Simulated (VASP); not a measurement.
Write the native input for VASP 6.6.1 that does the following.

```yaml
Task: single point
Functional: PBE
Dispersion: D3(BJ)
Potentials_or_basis: VASP PAW PBE potentials, release 64 (B, N)
Cutoff: 600 eV
k_mesh: 12 × 12 × 12
Occupations: gaussian, width 0.05 eV
Spin: no spin polarisation
Dipole_correction: no
Further_INCAR_settings: ALGO = Normal; EDIFF = 1e-06; NBANDS = 11
```

The structure of BN lies in POSCAR:

```
BN
1.0
    0.0000000000      3.4953158300      2.1660912400
    1.2516321000      0.0000000000      2.1660912400
    1.2516321000      3.4953158300      0.0000000000
B N
1 1
Direct
    0.0000486500      0.0000486500      0.9999513500
    0.5305916665      0.5949635319      0.4050364681
```

This cell differs from its parent crystal: atom 2 (N) moved by (-0.225, -0.450) A along y and z.

The input as run:

INCAR

```
PREC = Accurate
ENCUT = 600
EDIFF = 1E-6
ISMEAR = 0
SIGMA = 0.05
LREAL = False
LASPH = True
NELM = 120
ALGO = Normal
ISIF = 2
LWAVE = False
LCHARG = False
GGA = PE
IVDW = 12
NBANDS = 11
GGA_COMPAT = False
```

KPOINTS

```
regular mesh
0
Gamma
  12 12 12
```

Potentials or basis: VASP PAW PBE potentials, release 64 (B, N).

The run is started by

```sh
$ cat potpaw_PBE.64/B/POTCAR potpaw_PBE.64/N/POTCAR > POTCAR
$ mpirun -np 1 vasp_std > vasp.out
```

It gave:

```json
{
 "Pressure": "33.6 GPa",
 "Largest force": "4.725 eV/Å",
 "Band gap on the k mesh": "1.21 eV, indirect (least direct gap 1.98 eV)",
 "Dispersion energy per atom": "-0.134 eV"
}
```

Caveat: the cell differs from its parent crystal (atom 2 (N) moved by (-0.225, -0.450) A along y and z); forces of over 1 eV/Å act on the atoms, so gaps and moduli don't describe the material at rest.

It took 86 s on 1 thread of Intel Xeon 6975P-C, on a shared host, peak memory 0.26 GiB.
